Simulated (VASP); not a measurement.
# InSe (R3m) in VASP: notebook

The runs below take InSe through single point, with PBEsol, revPBE.

All numbers are computed with VASP 6.6.1; they aren't measurements. Logs are shortened: lines on timing, memory, paths and dates and some standing lists are left out, and cuts for length are marked.

**What was measured.**

“The Interaction of Hydrogen with the van der Waals Crystal γ-InSe”, 2020, pmc:7321205 reports, for a bulk crystal of InSe at 300 K: band gap 1.25 eV.

How close the calculation comes is told below.

## 1. The cell of the first run

Symmetry: R3m, No. 160, trigonal system. The conventional cell has a = 4.000 Å, b = 4.000 Å, c = 25.320 Å, α = 90.00°, β = 90.00°, γ = 120.00°. In (site symmetry 3m) has 3 Se at 2.63 Å and 1 In at 2.82 Å within 3.5 Å. Within 3.5 Å of In (site symmetry 3m) lie 3 Se at 2.64 Å and 1 In at 2.82 Å. Se (site symmetry 3m) has 3 In at 2.63 Å within 3.5 Å. Se (site symmetry 3m) has 3 In at 2.64 Å within 3.5 Å.

## 2. Single point, PBEsol

The input, INCAR:

```
PREC = Accurate ; ENCUT = 520
EDIFF = 1E-7 ; ISMEAR = -1
SIGMA = 0.03 ; LREAL = F
LASPH = T ; NELM = 80
ALGO = Normal ; ISIF = 2
LWAVE = F ; LCHARG = F
GGA = PS ; NBANDS = 27
```

The input, KPOINTS:

```
regular mesh
0
Gamma
  5 5 5
```

The input, POSCAR:

```
InSe
1.0
    2.0000000000      1.1547005384      8.4400000000
   -2.0000000000      1.1547005384      8.4400000000
    0.0000000000     -2.3094010768      8.4400000000
In Se
2 2
Direct
    0.8886000000      0.8886000000      0.8886000000
    0.0000000000      0.0000000000      0.0000000000
    0.1719000000      0.1719000000      0.1719000000
    0.3835000000      0.3835000000      0.3835000000
```

Potentials or basis: VASP PAW PBE potentials, release 64 (In_d, Se).

Launch:

```
> cat potpaw_PBE.64/In_d/POTCAR potpaw_PBE.64/Se/POTCAR > POTCAR
> mpirun -np 1 vasp_std > vasp.out
```

OUTCAR:

```text
PREC = Accurate
   ENCUT = 520
   EDIFF = 1E-7
   ISMEAR = -1
   LREAL = F
   LASPH = T
   NELM = 80
   ISIF = 2
   GGA = PS

 ion  position               nearest neighbor table
   1  0.889  0.889  0.889-   3 2.63   3 2.63   3 2.63   2 2.82
   2  0.000  0.000  0.000-   4 2.64   4 2.64   4 2.64   1 2.82
   3  0.172  0.172  0.172-   1 2.63   1 2.63   1 2.63
   4  0.383  0.383  0.383-   2 2.64   2 2.64   2 2.64

  LATTYP: Found a trigonal (rhomboedric) cell.
 ALAT       =     8.7502533297
 COS(alpha) =     0.8955162542

  Lattice vectors:

 A1 = (   2.0000000000,   1.1547005384,   8.4400000000)
 A2 = (  -2.0000000000,   1.1547005384,   8.4400000000)
 A3 = (   0.0000000000,  -2.3094010768,   8.4400000000)

Analysis of symmetry for initial positions (statically):
=====================================================================
 Subroutine PRICEL returns:
 Original cell was already a primitive cell.

 Routine SETGRP: Setting up the symmetry group for a
 trigonal (rhombohedral) supercell.

 Subroutine GETGRP returns: Found  6 space group operations
 (whereof  6 operations were pure point group operations)
 out of a pool of 12 trial point group operations.

The static configuration has the point symmetry C_3v.

Analysis of symmetry for dynamics (positions and initial velocities):
=====================================================================
 Subroutine PRICEL returns:
 Original cell was already a primitive cell.

 Routine SETGRP: Setting up the symmetry group for a
 trigonal (rhombohedral) supercell.

 Subroutine GETGRP returns: Found  6 space group operations
 (whereof  6 operations were pure point group operations)
 out of a pool of 12 trial point group operations.

The dynamic configuration has the point symmetry C_3v.

 Subroutine INISYM returns: Found  6 space group operations
 (whereof  6 operations are pure point group operations),
 and found     1 'primitive' translations

----------------------------------------------------------------------------------------

                                     Primitive cell

  volume of cell :     116.9481

  direct lattice vectors                    reciprocal lattice vectors
     2.000000000  1.154700538  8.440000000     0.250000000  0.144337567  0.039494471
    -2.000000000  1.154700538  8.440000000    -0.250000000  0.144337567  0.039494471
     0.000000000 -2.309401077  8.440000000     0.000000000 -0.288675135  0.039494471

  length of vectors
     8.750253330  8.750253330  8.750253330     0.291364285  0.291364285  0.291364285

  position of ions in fractional coordinates (direct lattice)
     0.888600000  0.888600000  0.888600000
     0.000000000  0.000000000  0.000000000
     0.171900000  0.171900000  0.171900000
     0.383500000  0.383500000  0.383500000

  ion indices of the primitive-cell ions
   primitive index   ion index
                 1           1
                 2           2
                 3           3
                 4           4

----------------------------------------------------------------------------------------

 KPOINTS: regular mesh

Automatic generation of k-mesh.
 Grid dimensions read from file:
 generate k-points for:    5    5    5

 Generating k-lattice:

  Cartesian coordinates                     Fractional coordinates (reciprocal lattice)
     0.050000000  0.028867513  0.007898894     0.200000000  0.000000000  0.000000000
    -0.050000000  0.028867513  0.007898894     0.000000000  0.200000000  0.000000000
     0.000000000 -0.057735027  0.007898894     0.000000000  0.000000000  0.200000000

  Length of vectors
     0.058272857  0.058272857  0.058272857

  Shift w.r.t. Gamma in fractional coordinates (k-lattice)
     0.000000000  0.000000000  0.000000000

 Subroutine IBZKPT returns following result:
 ===========================================

 Found     19 irreducible k-points:

 Following reciprocal coordinates:
            Coordinates               Weight
  0.000000  0.000000  0.000000      1.000000
  0.200000  0.000000  0.000000      6.000000
  0.400000  0.000000  0.000000      6.000000
  0.200000  0.200000  0.000000      6.000000
  0.400000  0.200000  0.000000     12.000000
 -0.400000  0.200000  0.000000     12.000000
[... 11 lines left out ...]
  0.400000  0.400000  0.400000      2.000000
 -0.400000  0.400000  0.400000      6.000000
   k-points           NKPTS =     19   k-points in BZ     NKDIM =     19   number of bands    NBANDS=     27
   number of dos      NEDOS =    301   number of ions     NIONS =      4
   total plane-waves  NPLWV = 343000
   dimension x,y,z NGX =    70 NGY =   70 NGZ =   70
   dimension x,y,z NGXF=   140 NGYF=  140 NGZF=  140
   ions per type =               2   2
   NGX,Y,Z   is equivalent  to a cutoff of  13.30, 13.30, 13.30 a.u.
   NGXF,Y,Z  is equivalent  to a cutoff of  26.60, 26.60, 26.60 a.u.
 SYSTEM =  unknown system
   PREC   = accura    normal or accurate (medium, high low for compatibility)
   ISTART =      0    job   : 0-new  1-cont  2-samecut
   ICHARG =      2    charge: 1-file 2-atom 10-const
   ISPIN  =      1    spin polarized calculation?
   LNONCOLLINEAR =      F non collinear calculations
   LSORBIT =      F    spin-orbit coupling
   LASPH  =      T    aspherical Exc in radial PAW
   ENCUT  =  520.0 eV  38.22 Ry    6.18 a.u.  16.27 16.27 16.27*2*pi/ulx,y,z
   NELM   =     80;   NELMIN=  2; NELMDL= -5     # of ELM steps
   EDIFF  = 0.1E-06   stopping-criterion for ELM
   LREAL  =      F    real-space projection
   EDIFFG = 0.1E-05   stopping-criterion for IOM
   NSW    =      0    number of steps for IOM
   IBRION =     -1    ionic relax: 0-MD 1-quasi-New 2-CG
   NFREE  =      0    steps in history (QN), initial steepest desc. (CG)
   ISIF   =      2    stress and relaxation
   ISYM   =      2    0-nonsym 1-usesym 2-fastsym
   POTIM  = 0.5000    time-step for ionic-motion
   TEBEG  =    0.0;   TEEND  =   0.0 temperature during run
   PSTRESS=    0.0 pullay stress
   NELECT =      38.0000    total number of electrons
   NUPDOWN=      -1.0000    fix difference up-down
   EMIN   =  10.00;   EMAX   =-10.00  energy-range for DOS
   EFERMI =   0.00;   METHOD = LEGACY
   ISMEAR =    -1;   SIGMA  =   0.03  broadening in eV -4-tet -1-fermi 0-gaus
   EFERMI_NEDOS =   21; number of points for ismear=-14 and -15
   IALGO  =     38    algorithm
   IMIX   =      4    mixing-type and parameters
     AMIX     =   0.40;   BMIX     =  1.00
     AMIX_MAG =   1.60;   BMIX_MAG =  1.00
  volume/ion in A,a.u.               =      29.24       197.30
  Fermi-wavevector in a.u.,A,eV,Ry     =   1.125481  2.126852 17.234615  1.266709
  Thomas-Fermi vector in A             =   2.262159
   LORBIT       =      0    0 simple, 1 ext, 2 COOP (PROOUT), +10 PAW based schemes
   GGA     = PS    functional components
   LHFCALC =     F    Hartree Fock is set to
   AEXX    =    0.0000 exact exchange contribution
   IVDW    =     0    specifies the selected vdW correction
   LEPSILON=     F    determine dielectric tensor
   LRPA    =     F    only Hartree local field effects (RPA)
 non-spin polarized calculation
  energy-cutoff  :      520.00
  volume of cell :      116.95
 maximum number of plane-waves:      3184
 NGX is ok and might be reduce to    70
   NGX = 33   NGY = 33   NGZ = 33

 number of electron      37.9999998 magnetization

 Free energy of the ion-electron system (eV)
  ---------------------------------------------------
  ext. energy  EPLUGINS =         0.00000000
  ---------------------------------------------------
  free energy    TOTEN  =       -15.57243666 eV

  energy without entropy =      -15.57243665  energy(sigma->0) =      -15.57243665

 E-fermi :   4.1382     XC(G=0):  -9.0969

 val. band max:        3.6744705888   @ k =   0.4000   0.4000   0.4000
 cond. band min:       4.5922100906   @ k =   0.4000   0.4000   0.4000
 fundamental gap:      0.9177395017
 Fermi energy:         4.1382424730

 k-point     1 :       0.0000    0.0000    0.0000
  band No.  band energies     occupation
      1     -10.7444      2.00000
      2     -10.5705      2.00000
      3     -10.5705      2.00000
      4     -10.4969      2.00000
      5     -10.4969      2.00000
      6     -10.4734      2.00000
[... 19 lines left out ...]
     26       9.3996      0.00000
     27      11.3872      0.00000

 k-point     2 :       0.2000    0.0000    0.0000
  band No.  band energies     occupation
      1     -10.7811      2.00000
      2     -10.6683      2.00000
      3     -10.6471      2.00000
      4     -10.5636      2.00000
      5     -10.4836      2.00000
      6     -10.4699      2.00000
[... 19 lines left out ...]
     26      10.1348      0.00000
     27      10.5239      0.00000

 k-point     3 :       0.4000    0.0000    0.0000
  band No.  band energies     occupation
      1     -10.9050      2.00000
      2     -10.8026      2.00000
      3     -10.6749      2.00000
      4     -10.5621      2.00000
      5     -10.4999      2.00000
      6     -10.4273      2.00000
[... 19 lines left out ...]
     26      10.4320      0.00000
     27      11.0209      0.00000

 k-point     4 :       0.2000    0.2000    0.0000
  band No.  band energies     occupation
      1     -10.7800      2.00000
      2     -10.6681      2.00000
      3     -10.6486      2.00000
      4     -10.5638      2.00000
      5     -10.4836      2.00000
      6     -10.4699      2.00000
[... 19 lines left out ...]
     26      10.1128      0.00000
     27      10.5936      0.00000

 k-point     5 :       0.4000    0.2000    0.0000
  band No.  band energies     occupation
      1     -10.8704      2.00000
      2     -10.7747      2.00000
      3     -10.6770      2.00000
      4     -10.5705      2.00000
      5     -10.4864      2.00000
      6     -10.4445      2.00000
[... 19 lines left out ...]
     26      10.3501      0.00000
     27      10.8670      0.00000

 k-point     6 :      -0.4000    0.2000    0.0000
  band No.  band energies     occupation
      1     -10.9215      2.00000
      2     -10.8314      2.00000
      3     -10.6711      2.00000
      4     -10.5793      2.00000
      5     -10.4847      2.00000
      6     -10.4312      2.00000
[... 294 lines left out ...]
      1     -10.9186      2.00000
      2     -10.8346      2.00000
      3     -10.6707      2.00000
      4     -10.5795      2.00000
      5     -10.4847      2.00000
      6     -10.4311      2.00000
[... 19 lines left out ...]
     26      11.1612      0.00000
     27      11.6493      0.00000

 k-point    17 :      -0.4000   -0.4000    0.2000
  band No.  band energies     occupation
      1     -10.8955      2.00000
      2     -10.8136      2.00000
      3     -10.6736      2.00000
      4     -10.5626      2.00000
      5     -10.4997      2.00000
      6     -10.4271      2.00000
[... 19 lines left out ...]
     26      10.9810      0.00000
     27      11.2308      0.00000

 k-point    18 :       0.4000    0.4000    0.4000
  band No.  band energies     occupation
      1     -10.7440      2.00000
      2     -10.5707      2.00000
      3     -10.5707      2.00000
      4     -10.4967      2.00000
      5     -10.4967      2.00000
      6     -10.4734      2.00000
[... 19 lines left out ...]
     26       9.5195      0.00000
     27      11.8121      0.00000

 k-point    19 :      -0.4000    0.4000    0.4000
  band No.  band energies     occupation
      1     -10.7739      2.00000
      2     -10.6638      2.00000
      3     -10.6602      2.00000
      4     -10.5639      2.00000
      5     -10.4836      2.00000
      6     -10.4698      2.00000
[... 19 lines left out ...]
     26      10.2855      0.00000
     27      10.8773      0.00000

------------------------ aborting loop because EDIFF is reached ----------------------------------------

  FORCE on cell =-STRESS in cart. coord.  units (eV):
  Direction    XX          YY          ZZ          XY          YZ          ZX
  --------------------------------------------------------------------------------------
  -------------------------------------------------------------------------------------
  Total        0.5110307      0.5110307     -0.3533510      0.0000000      0.0000000      0.0000000
  in kB        7.0010713      7.0010713     -4.8408742      0.0000000      0.0000000      0.0000000
  external PRESSURE =       3.0537561 kB  Pullay stress =       0.0000000 kB

 VOLUME and BASIS-vectors are now :
 -----------------------------------------------------------------------------
  energy-cutoff  :      520.00
  volume of cell :      116.95
      direct lattice vectors                 reciprocal lattice vectors
     2.000000000  1.154700538  8.440000000     0.250000000  0.144337567  0.039494471
    -2.000000000  1.154700538  8.440000000    -0.250000000  0.144337567  0.039494471
     0.000000000 -2.309401077  8.440000000     0.000000000 -0.288675135  0.039494471

 POSITION                                       TOTAL-FORCE (eV/Angst)
 -----------------------------------------------------------------------------------
      0.00000      0.00000     22.49935         0.000000     -0.000000      0.309640
      0.00000      0.00000      0.00000         0.000000      0.000000     -0.290864
      0.00000      0.00000      4.35251         0.000000     -0.000000     -0.104776
      0.00000      0.00000      9.71022         0.000000     -0.000000      0.086000
 -----------------------------------------------------------------------------------
    total drift:                                0.000000      0.000000      0.000352

  FREE ENERGIE OF THE ION-ELECTRON SYSTEM (eV)
  ---------------------------------------------------
  free  energy   TOTEN  =       -15.5724366559 eV

  energy  without entropy=      -15.5724366474  energy(sigma->0) =      -15.57243665
```

Wall time 3.6 min (1 thread of Intel Xeon Platinum 8488C (Sapphire Rapids), shared host); peak memory 0.63 GiB.

What came out:

```
Free energy            : -15.5724 eV
Pressure               : 0.3 GPa
Largest force          : 0.310 eV/Å
Band gap on the k mesh : 0.92 eV
```

Forces on the atoms (eV/Å):
```
In   0.000  0.000  0.310
In   0.000  0.000 -0.291
Se   0.000  0.000 -0.105
Se   0.000  0.000  0.086
```

Caveat: the PAW data sets were made with another functional, which shifts forces and pressure a little; spin-orbit coupling is left out, which moves the levels of the heavy elements; an odd mesh through Γ misses points on the zone boundary, where band edges can lie.

## 3. Single point, revPBE, collinear spin (28.07 Å³/atom)

This run uses another cell than the first one, of 28.07 Å³/atom.

The input, INCAR:

```
SYSTEM = InSe
PREC = Accurate ; ENCUT = 520
EDIFF = 1E-6 ; ISMEAR = -1
SIGMA = 0.01 ; LREAL = .FALSE.
LASPH = .TRUE. ; NELM = 150
ALGO = Normal ; ISIF = 2
LWAVE = .FALSE. ; LCHARG = .FALSE.
ISPIN = 2 ; MAGMOM = 0.5 -0.25 0 0
LORBIT = 11 ; GGA = RE
NBANDS = 31
```

The input, KPOINTS:

```
regular mesh
0
G
  8 8 8
  0 0 0
```

The input, POSCAR:

```
InSe
1.0
    1.9729696595      1.1390945640      8.3259319629
   -1.9729696595      1.1390945640      8.3259319629
    0.0000000000     -2.2781891280      8.3259319629
In Se
2 2
Direct
    0.8886000000      0.8886000000      0.8886000000
    0.0000000000      0.0000000000      0.0000000000
    0.1719000000      0.1719000000      0.1719000000
    0.3835000000      0.3835000000      0.3835000000
```

Potentials or basis: VASP PAW PBE potentials, release 64 (In_d, Se).

Launch:

```
> cat potpaw_PBE.64/In_d/POTCAR potpaw_PBE.64/Se/POTCAR > POTCAR
> mpirun -np 1 vasp_std > vasp.out
```

It took 31 min on 1 thread of Intel Xeon Platinum 8488C (Sapphire Rapids), shared host; peak memory 0.92 GiB.

The run converged. Its results:

```yaml
Free_energy: -12.8089 eV
Pressure: 6.7 GPa
Largest_force: 0.656 eV/Å
Band_gap_on_the_k_mesh: 0.64 eV
Net_moment: 0.00 μB per cell
Valence_electrons_inside_the_program's_atomic_spheres: In 11.46, 11.45; Se 3.88, 3.87
```

Forces in eV/Å, atoms in the order of the input:
```
In   0.000  0.000  0.589
In   0.000  0.000 -0.574
Se   0.000  0.000 -0.656
Se   0.000  0.000  0.641
```

Stress tensor (GPa, compression positive):
```
7.15 0.00 0.00
0.00 7.15 0.00
0.00 0.00 5.71
```

Levels at points of the mesh, in eV from the valence-band top:
Spin up:
| k point | band 15 | band 16 | band 17 | band 18 | band 19 | band 20 | band 21 | band 22 | band 23 | band 24 |
| --- | --- | --- | --- | --- | --- | --- | --- | --- | --- | --- |
| (0.00, 0.00, 0.00) | -1.57 | -1.36 | -1.36 | -1.27 | -1.27 | 1.84 | 2.26 | 4.47 | 4.47 | 5.31 |
| (0.50, 0.00, 0.00) | -3.61 | -2.49 | -2.46 | -2.36 | -1.74 | 1.25 | 2.10 | 3.70 | 4.05 | 4.93 |
| (0.50, 0.50, 0.00) | -3.36 | -2.79 | -2.63 | -2.16 | -1.57 | 1.29 | 2.05 | 3.35 | 3.64 | 4.48 |
| (0.50, 0.50, 0.50) | -1.44 | -1.44 | -1.19 | -1.19 | 0.00 | 0.64 | 2.28 | 4.39 | 4.39 | 5.71 |
Spin down:
| k point | band 17 | band 18 | band 19 | band 20 | band 21 | band 22 |
| --- | --- | --- | --- | --- | --- | --- |
| (0.00, 0.00, 0.00) | -1.36 | -1.27 | -1.27 | 1.84 | 2.26 | 4.47 |
| (0.50, 0.00, 0.00) | -2.46 | -2.36 | -1.74 | 1.25 | 2.10 | 3.70 |
| (0.50, 0.50, 0.00) | -2.63 | -2.16 | -1.57 | 1.29 | 2.05 | 3.34 |
| (0.50, 0.50, 0.50) | -1.19 | -1.19 | 0.00 | 0.64 | 2.28 | 4.39 |

Caveat: the cell stands under pressure; the PAW data sets were made with another functional, which shifts forces and pressure a little; spin-orbit coupling is left out, which moves the levels of the heavy elements.

## 4. Comparison with measurements

Step 2. Against the measured gap of InSe, 1.25 eV (300 K; “The Interaction of Hydrogen with the van der Waals Crystal γ-InSe”, 2020, pmc:7321205), the calculated 0.92 eV is off by -0.33 eV. Spin-orbit coupling on In, Se is left out. The value is that of PBEsol on a finite k mesh, which can miss the band edges, without temperature or zero-point motion. Semilocal functionals fall short of measured gaps as a rule.
